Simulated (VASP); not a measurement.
A run of VASP 6.6.1 is set up as follows.

Contents of INCAR:

```
  PREC = Accurate
  ENCUT = 520
  EDIFF = 1E-7
  ISMEAR = -1
  SIGMA = 0.05
  LREAL = F
  LASPH = T
  NELM = 60
  ALGO = Normal
  ISIF = 2
  LWAVE = F
  LCHARG = T
  GGA = PE
  IVDW = 12
  LELF = T
  LVHAR = T
  NBANDS = 46
```

The input KPOINTS:

```
Automatic mesh
0
Gamma
  8 8 3
```

Contents of POSCAR:

```
ZnS
1.0
    3.8480166318      0.0000000000      0.0000000000
   -1.9240083159      3.3324801573      0.0000000000
    0.0000000000      0.0000000000     12.6029163237
Zn S
4 4
Direct
    0.6666666667      0.3333333333      0.7500000000
    0.3333333333      0.6666666667      0.2500000000
    0.0000000000      0.0000000000      0.5000000000
    0.0000000000      0.0000000000      0.0000000000
    0.6666666667      0.3333333333      0.9375000000
    0.3333333333      0.6666666667      0.4375000000
    0.0000000000      0.0000000000      0.6875000000
    0.0000000000      0.0000000000      0.1875000000
```

Potentials or basis: VASP PAW PBE potentials, release 64 (Zn, S).

Launch:

```bash
$ cat potpaw_PBE.64/Zn/POTCAR potpaw_PBE.64/S/POTCAR > POTCAR
$ mpirun -np 1 vasp_std > vasp.out
```

(1) What does it give for the band gap on the k mesh?

(2) Estimate the pressure.

Results:

(1) 2.04 eV.

(2) -2.6 GPa.

Caveat: an odd mesh through Γ misses points on the zone boundary, where band edges can lie.
